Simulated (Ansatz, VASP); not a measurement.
# BaTiO3 in VASP and in Ansatz

```
Ba Ti O
1.0
     2.77082    1.59973    2.31839
    -2.77082    1.59973    2.31839
     0.00000   -3.19947    2.31839
Ba Ti O
1 1 3
Direct
  0.00000 0.00000 0.00000
  0.48450 0.48450 0.48450
  0.50860 0.01750 0.50860
  0.01750 0.50860 0.50860
  0.50860 0.50860 0.01750
```

Alike in both runs: functional PBEsol; k mesh 6 × 6 × 6; occupations fermi-dirac, width 0.05 eV; no spin polarisation.

|  | VASP | Ansatz |
| --- | --- | --- |
| version | VASP 6.6.1 | Ansatz 0.2.0 |
| potentials or method | VASP PAW PBE potentials, release 64 (Ba_sv, Ti_sv, O) | Ansatz PAW |
| plane-wave cutoff (eV) | 520 | 420 |
| valence electrons in the cell | 40 | 40 |
| task | single point | band structure |

Ansatz gave:

| Item | Value |
| --- | --- |
| gap on the k mesh at the Fermi level (eV) | 2.49 |
| least direct gap on the mesh (eV) | 2.76 |
| pressure (GPa) | 6.4 |
| traceless stress, the component that is largest in VASP (GPa) | -3.67 |
| rms of the force components (eV/Å) | 0.223 |

**Question.** Which values does VASP return?

**Answer.** gap on the k mesh at the Fermi level (eV): 2.43; least direct gap on the mesh (eV): 2.75; pressure (GPa): 8.6; traceless stress, the component that is largest in VASP (GPa): -3.84; rms of the force components (eV/Å): 0.248.

VASP's potentials were made for PBE, not for PBEsol. Atom by atom the forces differ by 0.029 eV/Å (rms over components).

Neither program's run includes spin-orbit coupling.
